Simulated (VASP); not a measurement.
# ZnS (P1) in VASP: a series of runs

The runs below take ZnS through single point, with PBE.

All numbers are computed with VASP 6.6.1; they aren't measurements. Logs are shortened: lines on timing, memory, paths and dates and some standing lists are left out, and cuts for length are marked.

### Step 1. The cell of the first run

The typed cell holds 16 atoms: a = 7.179 Å, b = 7.179 Å, c = 5.880 Å, α = 90.00°, β = 90.00°, γ = 120.00°.

### Step 2. Single point, PBE

Input file INCAR:

```
ALGO = Normal
EDIFF = 1E-6
ENCUT = 520
GGA = PE
ISIF = 2
ISMEAR = -1
LASPH = T
LCHARG = T
LELF = T
LREAL = Auto
LVHAR = T
LWAVE = F
NBANDS = 86
NELM = 100
PREC = Accurate
SIGMA = 0.02
```

Input file KPOINTS:

```
k-points
0
Gamma
  3 3 2
```

Input file POSCAR:

```
ZnS
1.0
    7.1791809626     -0.0000000001      0.0000000000
   -3.5895904813      6.2173530920      0.0000000000
    0.0000000000      0.0000000000      5.8799973210
Zn S
8 8
Direct
   -0.0007969483     -0.0026115615      0.0012476196
   -0.0003585327      0.0012851128      0.4993832207
    0.0014916834      0.5002985923      0.0010008508
   -0.0009249109      0.4991493895      0.4997177447
    0.4994496023     -0.0006808363     -0.0000496599
    0.5005443940     -0.0016161218      0.4995412140
    0.5011538197      0.5016499713      0.0015908171
    0.4990505393      0.4987017713      0.5004871328
    0.1675990073      0.3354178167      0.2489540250
    0.3312441622      0.1685057909      0.7483947287
    0.1667234302      0.8359805086      0.2491720523
    0.3342800135      0.6663483542      0.7502272126
    0.6657947988      0.3329313889      0.2529591289
    0.8327757109      0.1645295007      0.7464051020
    0.6688387694      0.8369939624      0.2465725613
    0.8335399341      0.6670903098      0.7513629274
```

Potentials or basis: VASP PAW PBE potentials, release 64 (Zn, S).

Command:

```console
$ cat potpaw_PBE.64/Zn/POTCAR potpaw_PBE.64/S/POTCAR > POTCAR
$ mpirun -np 1 vasp_std > vasp.out
```

OUTCAR:

```text
EDIFF = 1E-6
   ENCUT = 520
   GGA = PE
   ISIF = 2
   ISMEAR = -1
   LASPH = T
   LREAL = Auto
   NELM = 100
   PREC = Accurate

 ion  position               nearest neighbor table
   1  0.999  0.997  0.001-  15 2.51  11 2.51  16 2.53  10 2.54   9 2.56  14 2.56   2 2.93   2 2.95

   2  1.000  0.001  0.499-  14 2.51  10 2.53  11 2.54  15 2.54   9 2.55  16 2.55   1 2.93   1 2.95

   3  0.001  0.500  0.001-   9 2.52  12 2.54  11 2.55  16 2.55  13 2.56  14 2.57   4 2.93   4 2.95

   4  0.999  0.499  0.500-  13 2.53  14 2.54   9 2.54  16 2.55  12 2.55  11 2.56   3 2.93   3 2.95

   5  0.499  0.999  1.000-  15 2.52  11 2.54  12 2.54  13 2.55  14 2.55  10 2.57   6 2.94   6 2.94

   6  0.501  0.998  0.500-  14 2.52  15 2.53  13 2.54  12 2.54  11 2.54  10 2.57   5 2.94   5 2.94

   7  0.501  0.502  0.002-   9 2.53  15 2.53  12 2.54  16 2.54  13 2.55  10 2.55   8 2.93   8 2.95

   8  0.499  0.499  0.500-  10 2.52  13 2.53  12 2.54   9 2.54  16 2.55  15 2.58   7 2.93   7 2.95

   9  0.168  0.335  0.249-   3 2.52   7 2.53   8 2.54   4 2.54   2 2.55   1 2.56
  10  0.331  0.169  0.748-   8 2.52   2 2.53   1 2.54   7 2.55   5 2.57   6 2.57
  11  0.167  0.836  0.249-   1 2.51   5 2.54   2 2.54   6 2.54   3 2.55   4 2.56
  12  0.334  0.666  0.750-   8 2.54   7 2.54   6 2.54   5 2.54   3 2.54   4 2.55
  13  0.666  0.333  0.253-   8 2.53   4 2.53   6 2.54   7 2.55   5 2.55   3 2.56
  14  0.833  0.165  0.746-   2 2.51   6 2.52   4 2.54   5 2.55   1 2.56   3 2.57
  15  0.669  0.837  0.247-   1 2.51   5 2.52   6 2.53   7 2.53   2 2.54   8 2.58
  16  0.834  0.667  0.751-   1 2.53   7 2.54   3 2.55   4 2.55   8 2.55   2 2.55

  LATTYP: Found a hexagonal cell.
 ALAT       =     7.1791809626
 C/A-ratio  =     0.8190345600

  Lattice vectors:

 A1 = (   7.1791809626,  -0.0000000001,   0.0000000000)
 A2 = (  -3.5895904813,   6.2173530920,   0.0000000000)
 A3 = (   0.0000000000,   0.0000000000,   5.8799973210)

Analysis of symmetry for initial positions (statically):
=====================================================================
 Subroutine PRICEL returns:
 Original cell was already a primitive cell.

 Routine SETGRP: Setting up the symmetry group for a
 hexagonal supercell.

 Subroutine GETGRP returns: Found  1 space group operations
 (whereof  1 operations were pure point group operations)
 out of a pool of 24 trial point group operations.

The static configuration has the point symmetry C_1 .

Analysis of symmetry for dynamics (positions and initial velocities):
=====================================================================
 Subroutine PRICEL returns:
 Original cell was already a primitive cell.

 Routine SETGRP: Setting up the symmetry group for a
 hexagonal supercell.

 Subroutine GETGRP returns: Found  1 space group operations
 (whereof  1 operations were pure point group operations)
 out of a pool of 24 trial point group operations.

The dynamic configuration has the point symmetry C_1 .

 Subroutine INISYM returns: Found  1 space group operations
 (whereof  1 operations are pure point group operations),
 and found     1 'primitive' translations

----------------------------------------------------------------------------------------

                                     Primitive cell

  volume of cell :     262.4566

  direct lattice vectors                    reciprocal lattice vectors
     7.179180963 -0.000000000  0.000000000     0.139291655  0.080420075  0.000000000
    -3.589590481  6.217353092  0.000000000     0.000000000  0.160840149  0.000000000
     0.000000000  0.000000000  5.879997321     0.000000000  0.000000000  0.170068105

  length of vectors
     7.179180963  7.179180963  5.879997321     0.160840149  0.160840149  0.170068105

  position of ions in fractional coordinates (direct lattice)
     0.999203052  0.997388439  0.001247620
     0.999641467  0.001285113  0.499383221
     0.001491683  0.500298592  0.001000851
     0.999075089  0.499149389  0.499717745
     0.499449602  0.999319164  0.999950340
     0.500544394  0.998383878  0.499541214
[... 8 lines left out ...]
     0.668838769  0.836993962  0.246572561
     0.833539934  0.667090310  0.751362927

  ion indices of the primitive-cell ions
   primitive index   ion index
                 1           1
                 2           2
                 3           3
                 4           4
                 5           5
                 6           6
[... 8 lines left out ...]
                15          15
                16          16

----------------------------------------------------------------------------------------

 KPOINTS: k-points

Automatic generation of k-mesh.
 Grid dimensions read from file:
 generate k-points for:    3    3    2

 Generating k-lattice:

  Cartesian coordinates                     Fractional coordinates (reciprocal lattice)
     0.046430552  0.026806692  0.000000000     0.333333333  0.000000000  0.000000000
     0.000000000  0.053613383  0.000000000     0.000000000  0.333333333  0.000000000
     0.000000000  0.000000000  0.085034052     0.000000000  0.000000000  0.500000000

  Length of vectors
     0.053613383  0.053613383  0.085034052

  Shift w.r.t. Gamma in fractional coordinates (k-lattice)
     0.000000000  0.000000000  0.000000000

 Subroutine IBZKPT returns following result:
 ===========================================

 Found     10 irreducible k-points:

 Following reciprocal coordinates:
            Coordinates               Weight
  0.000000  0.000000  0.000000      1.000000
  0.333333  0.000000  0.000000      2.000000
  0.000000  0.333333  0.000000      2.000000
 -0.333333  0.333333  0.000000      2.000000
  0.333333  0.333333  0.000000      2.000000
  0.000000  0.000000  0.500000      1.000000
  0.333333  0.000000  0.500000      2.000000
  0.000000  0.333333  0.500000      2.000000
 -0.333333  0.333333  0.500000      2.000000
  0.333333  0.333333  0.500000      2.000000
   k-points           NKPTS =     10   k-points in BZ     NKDIM =     10   number of bands    NBANDS=     86
   number of dos      NEDOS =    301   number of ions     NIONS =     16
   total plane-waves  NPLWV = 139968
   dimension x,y,z NGX =    54 NGY =   54 NGZ =   48
   dimension x,y,z NGXF=   108 NGYF=  108 NGZF=   96
   ions per type =               8   8
   NGX,Y,Z   is equivalent  to a cutoff of  12.50, 12.50, 13.57 a.u.
   NGXF,Y,Z  is equivalent  to a cutoff of  25.01, 25.01, 27.14 a.u.
 SYSTEM =  unknown system
   PREC   = accura    normal or accurate (medium, high low for compatibility)
   ISTART =      0    job   : 0-new  1-cont  2-samecut
   ICHARG =      2    charge: 1-file 2-atom 10-const
   ISPIN  =      1    spin polarized calculation?
   LNONCOLLINEAR =      F non collinear calculations
   LSORBIT =      F    spin-orbit coupling
   LASPH  =      T    aspherical Exc in radial PAW
   ENCUT  =  520.0 eV  38.22 Ry    6.18 a.u.  13.35 13.35 10.93*2*pi/ulx,y,z
   NELM   =    100;   NELMIN=  2; NELMDL= -5     # of ELM steps
   EDIFF  = 0.1E-05   stopping-criterion for ELM
   LREAL  =      T    real-space projection
   EDIFFG = 0.1E-04   stopping-criterion for IOM
   NSW    =      0    number of steps for IOM
   IBRION =     -1    ionic relax: 0-MD 1-quasi-New 2-CG
   NFREE  =      0    steps in history (QN), initial steepest desc. (CG)
   ISIF   =      2    stress and relaxation
   ISYM   =      2    0-nonsym 1-usesym 2-fastsym
   POTIM  = 0.5000    time-step for ionic-motion
   TEBEG  =    0.0;   TEEND  =   0.0 temperature during run
   PSTRESS=    0.0 pullay stress
   NELECT =     144.0000    total number of electrons
   NUPDOWN=      -1.0000    fix difference up-down
   EMIN   =  10.00;   EMAX   =-10.00  energy-range for DOS
   EFERMI =   0.00;   METHOD = LEGACY
   ISMEAR =    -1;   SIGMA  =   0.02  broadening in eV -4-tet -1-fermi 0-gaus
   EFERMI_NEDOS =   21; number of points for ismear=-14 and -15
   IALGO  =     38    algorithm
   IMIX   =      4    mixing-type and parameters
     AMIX     =   0.40;   BMIX     =  1.00
     AMIX_MAG =   1.60;   BMIX_MAG =  1.00
  volume/ion in A,a.u.               =      16.40       110.70
  Fermi-wavevector in a.u.,A,eV,Ry     =   1.340221  2.532651 24.438687  1.796193
  Thomas-Fermi vector in A             =   2.468551
   LORBIT       =      0    0 simple, 1 ext, 2 COOP (PROOUT), +10 PAW based schemes
   GGA     = PE    functional components
   LHFCALC =     F    Hartree Fock is set to
   AEXX    =    0.0000 exact exchange contribution
   IVDW    =     0    specifies the selected vdW correction
   LEPSILON=     F    determine dielectric tensor
   LRPA    =     F    only Hartree local field effects (RPA)
 non-spin polarized calculation
  energy-cutoff  :      520.00
  volume of cell :      262.46
 maximum number of plane-waves:      7083
 NGX is ok and might be reduce to    54
   NGX = 27   NGY = 27   NGZ = 21

 number of electron     143.9999945 magnetization

 Free energy of the ion-electron system (eV)
  ---------------------------------------------------
  ext. energy  EPLUGINS =         0.00000000
  ---------------------------------------------------
  free energy    TOTEN  =       -49.29375543 eV

  energy without entropy =      -49.29373816  energy(sigma->0) =      -49.29374680

 E-fermi :   4.1577     XC(G=0): -10.8235

 val. band max:        3.9642377385   @ k =   0.0000   0.3333   0.0000
 cond. band min:       4.3290814817   @ k =   0.3333   0.3333   0.0000
 fundamental gap:      0.3648437432
 Fermi energy:         4.1576934382

 k-point     1 :       0.0000    0.0000    0.0000
  band No.  band energies     occupation
      1      -9.9477      2.00000
      2      -8.2679      2.00000
      3      -8.2531      2.00000
      4      -8.2446      2.00000
      5      -8.2383      2.00000
      6      -8.1120      2.00000
[... 76 lines left out ...]
     83       8.0248      0.00000
     84       9.5405      0.00000

 k-point     2 :       0.3333    0.0000    0.0000
  band No.  band energies     occupation
      1      -9.6596      2.00000
      2      -8.9146      2.00000
      3      -8.3906      2.00000
      4      -8.3848      2.00000
      5      -8.1644      2.00000
      6      -8.0008      2.00000
[... 685 lines left out ...]
     83       9.9635      0.00000
     84       9.9819      0.00000

 k-point    10 :       0.3333    0.3333    0.5000
  band No.  band energies     occupation
      1      -8.6767      2.00000
      2      -8.6516      2.00000
      3      -8.6480      2.00000
      4      -8.6343      2.00000
      5      -8.6164      2.00000
      6      -8.5883      2.00000
[... 76 lines left out ...]
     83      10.4840      0.00000
     84      10.4918      0.00000
 [bands above 84 left out]

------------------------ aborting loop because EDIFF is reached ----------------------------------------

  FORCE on cell =-STRESS in cart. coord.  units (eV):
  Direction    XX          YY          ZZ          XY          YZ          ZX
  --------------------------------------------------------------------------------------
  -------------------------------------------------------------------------------------
  Total        4.2767323      4.3714474      3.6683491      0.0005297     -0.0037421      0.0002173
  in kB       26.1074882     26.6856804     22.3935878      0.0032336     -0.0228440      0.0013268
  external PRESSURE =      25.0622521 kB  Pullay stress =       0.0000000 kB

 VOLUME and BASIS-vectors are now :
 -----------------------------------------------------------------------------
  energy-cutoff  :      520.00
  volume of cell :      262.46
      direct lattice vectors                 reciprocal lattice vectors
     7.179180963 -0.000000000  0.000000000     0.139291655  0.080420075  0.000000000
    -3.589590481  6.217353092  0.000000000     0.000000000  0.160840149  0.000000000
     0.000000000  0.000000000  5.879997321     0.000000000  0.000000000  0.170068105

 POSITION                                       TOTAL-FORCE (eV/Angst)
 -----------------------------------------------------------------------------------
      3.59324      6.20112      0.00734         0.002847      0.072071     -0.067743
      7.17199      0.00799      2.93637         0.019452      0.002123      0.039857
     -1.78516      3.11053      0.00589        -0.026718     -0.024343     -0.026806
      5.38080      3.10339      2.93834         0.000085      0.001459      0.037769
     -0.00151      6.21312      5.87971        -0.024503      0.046634     -0.057228
      0.00971      6.20731      2.93730        -0.050769      0.032059      0.056868
[... 8 lines left out ...]
      1.79725      5.20389      1.44985        -0.021291     -0.130086      0.062231
      3.58955      4.14754      4.41801         0.034067     -0.058620     -0.034505
 -----------------------------------------------------------------------------------
    total drift:                               -0.001873      0.001697     -0.002628

  FREE ENERGIE OF THE ION-ELECTRON SYSTEM (eV)
  ---------------------------------------------------
  free  energy   TOTEN  =       -49.2937554314 eV

  energy  without entropy=      -49.2937381643  energy(sigma->0) =      -49.29374680
```

It took 15 min on 1 thread of Intel Xeon 8259CL, shared host; peak memory 0.43 GiB.

Results:

```
Free energy            : -49.2938 eV
Pressure               : 2.5 GPa
Largest force          : 0.146 eV/Å
Band gap on the k mesh : 0.36 eV
```

Forces in eV/Å, atoms in the order of the input:
```
Zn   0.003  0.072 -0.068
Zn   0.019  0.002  0.040
Zn  -0.027 -0.024 -0.027
Zn   0.000  0.001  0.038
Zn  -0.025  0.047 -0.057
Zn  -0.051  0.032  0.057
Zn   0.017 -0.031 -0.012
Zn   0.014  0.019  0.009
S   -0.039  0.025 -0.029
S    0.114 -0.061  0.064
S    0.070 -0.085  0.036
S   -0.074  0.054 -0.058
S    0.019  0.035 -0.097
S   -0.055  0.104  0.076
S   -0.021 -0.130  0.062
S    0.034 -0.059 -0.035
```

Caveat: the k points lie up to 0.53 Å⁻¹ apart; semilocal functionals underestimate gaps, and a narrow one can read as zero. A k mesh can miss the band edges.

### Step 3. Single point, PBE

Input file INCAR:

```
SYSTEM = ZnS
PREC = Accurate
ENCUT = 520
EDIFF = 1E-6
ISMEAR = -1
SIGMA = 0.02
LREAL = Auto
LASPH = .True.
NELM = 80
ALGO = Normal
ISIF = 2
LWAVE = .False.
LCHARG = .False.
GGA = PE
NBANDS = 86
```

Input file KPOINTS:

```
regular mesh
0
Gamma
  3 3 2
  0 0 0
```

Input file POSCAR:

```
ZnS
1.0
    7.1791809626     -0.0000000001      0.0000000000
   -3.5895904813      6.2173530920      0.0000000000
    0.0000000000      0.0000000000      5.8799973210
Zn S
8 8
Direct
   -0.0015490354     -0.0051398078      0.0024117358
   -0.0006959993      0.0025727990      0.4988153633
    0.0029435247      0.5005710556      0.0019685383
   -0.0018502078      0.4982991884      0.4994810099
    0.4989010694     -0.0013098822     -0.0001675171
    0.5010574322     -0.0031939637      0.4991509077
    0.5023063216      0.5032646455      0.0031654776
    0.4981250947      0.4974230922      0.5009857725
    0.1684799991      0.3375581166      0.2478433102
    0.3293148829      0.1702032978      0.7469510206
    0.1668236876      0.8384264048      0.2484339567
    0.3351437819      0.6661584019      0.7503098657
    0.6650053096      0.3326124429      0.2556759668
    0.8322252948      0.1626330345      0.7429957467
    0.6708131527      0.8403510180      0.2432994306
    0.8337475854      0.6673788570      0.7526397987
```

Potentials or basis: VASP PAW PBE potentials, release 64 (Zn, S).

Command:

```console
$ cat potpaw_PBE.64/Zn/POTCAR potpaw_PBE.64/S/POTCAR > POTCAR
$ mpirun -np 1 vasp_std > vasp.out
```

It took 15 min on 1 thread of Intel Xeon 8259CL, shared host; peak memory 0.44 GiB.

It converged, with:

```yaml
Free_energy: -49.2670 eV
Pressure: 2.6 GPa
Largest_force: 0.275 eV/Å
Band_gap_on_the_k_mesh: 0.37 eV
```

Forces on the atoms (eV/Å):
```
Zn   0.009  0.147 -0.142
Zn   0.043 -0.001  0.071
Zn  -0.055 -0.036 -0.054
Zn   0.000  0.002  0.072
Zn  -0.048  0.087 -0.106
Zn  -0.099  0.061  0.102
Zn   0.033 -0.060 -0.028
Zn   0.027  0.032  0.022
S   -0.070  0.037 -0.047
S    0.209 -0.118  0.130
S    0.138 -0.161  0.074
S   -0.134  0.101 -0.111
S    0.033  0.065 -0.185
S   -0.104  0.194  0.146
S   -0.046 -0.242  0.122
S    0.064 -0.108 -0.066
```

Stress tensor (GPa, compression positive):
```
 2.67  0.00  0.00
 0.00  2.78 -0.01
 0.00 -0.01  2.37
```

Levels at points of the mesh, in eV from the valence-band top:
| k point | band 68 | band 69 | band 70 | band 71 | band 72 | band 73 | band 74 | band 75 | band 76 | band 77 |
| --- | --- | --- | --- | --- | --- | --- | --- | --- | --- | --- |
| (0.00, 0.00, 0.00) | -0.13 | -0.12 | -0.11 | -0.11 | -0.09 | 1.56 | 2.49 | 2.51 | 2.63 | 3.36 |
| (0.00, 0.00, 0.50) | -1.44 | -0.42 | -0.37 | -0.35 | -0.33 | 2.01 | 2.02 | 2.06 | 2.09 | 2.14 |

Caveat: the k points lie up to 0.53 Å⁻¹ apart; semilocal functionals underestimate gaps, and a narrow one can read as zero.

(Continued in part 2 of 2.)
